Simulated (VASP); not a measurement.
Y: relaxation of cell and atoms with PBEsol

The system is Y.

```
Y
1.0
     0.00000    2.29454    2.29454
     2.29454    0.00000    2.29454
     2.29454    2.29454    0.00000
Y
1
Direct
  0.00000 0.00000 0.00000
```

| Item | Value |
| --- | --- |
| Program | VASP 6.6.1 |
| Task | relaxation of cell and atoms |
| Functional | PBEsol |
| Potentials or basis | VASP PAW PBE potentials, release 64 (Y_sv) |
| Cutoff | 600 eV |
| k mesh | 14 × 14 × 14 |
| Occupations | fermi-dirac, width 0.05 eV |
| Spin | no spin polarisation |
| Target pressure | 15 GPa |
| Dipole correction | no |
| Further INCAR settings | ALGO = Normal; EDIFF = 1e-07; IBRION = 2; EDIFFG = -0.005; NSW = 32; ISIF = 3 |

```json
{"Relaxed volume": "24.08 Å³/atom", "Relaxed cell": "a = 3.241 Å, b = 3.241 Å, c = 3.241 Å, α = 60.00°, β = 60.00°, γ = 60.00°", "Space group after relaxing (to 0.05 Å)": "Fm-3m (No. 225)", "Energy change on relaxing (the enthalpy is what falls)": "+7.5 meV/atom", "Ionic steps": "3", "Pressure after relaxing": "15.0 GPa"}
```

Step by step:
| step | energy change (eV) | largest force (eV/Å) | pressure (GPa) | volume (Å³) |
| --- | --- | --- | --- | --- |
| 1 | 0.0000 | 0.0000 | 14.74 | 24.16 |
| 2 | 0.0130 | 0.0000 | 15.21 | 24.02 |
| 3 | 0.0075 | 0.0000 | 14.99 | 24.08 |

Final structure:
```xyz
1
Lattice="0.0000 2.2920 2.2920 2.2920 0.0000 2.2920 2.2920 2.2920 0.0000" Properties=species:S:1:pos:R:3 pbc="T T T"
Y     0.0000    0.0000    0.0000
```

Levels at points of the mesh, in eV from the Fermi level:
| k point | band 1 | band 2 | band 3 | band 4 | band 5 | band 6 | band 7 | band 8 | band 9 |
| --- | --- | --- | --- | --- | --- | --- | --- | --- | --- |
| (0.00, 0.00, 0.00) | -41.98 | -21.29 | -21.29 | -21.29 | -5.04 | 2.09 | 2.09 | 2.09 | 4.96 |
| (0.50, 0.00, 0.00) | -41.75 | -22.76 | -21.47 | -21.47 | -2.37 | 1.82 | 1.82 | 1.93 | 7.12 |
| (0.50, 0.50, 0.00) | -41.67 | -22.65 | -21.80 | -21.80 | -2.55 | -1.55 | 3.91 | 7.15 | 7.76 |

Wall time 35 s on 1 thread of Intel(R) Xeon(R) 6975P-C (Granite Rapids) (shared host), peak memory 0.2 GiB.

Caveat: the cell is relaxed towards a set pressure, so the enthalpy falls and the energy may rise; the PAW data sets were made with another functional, which shifts forces and pressure a little.
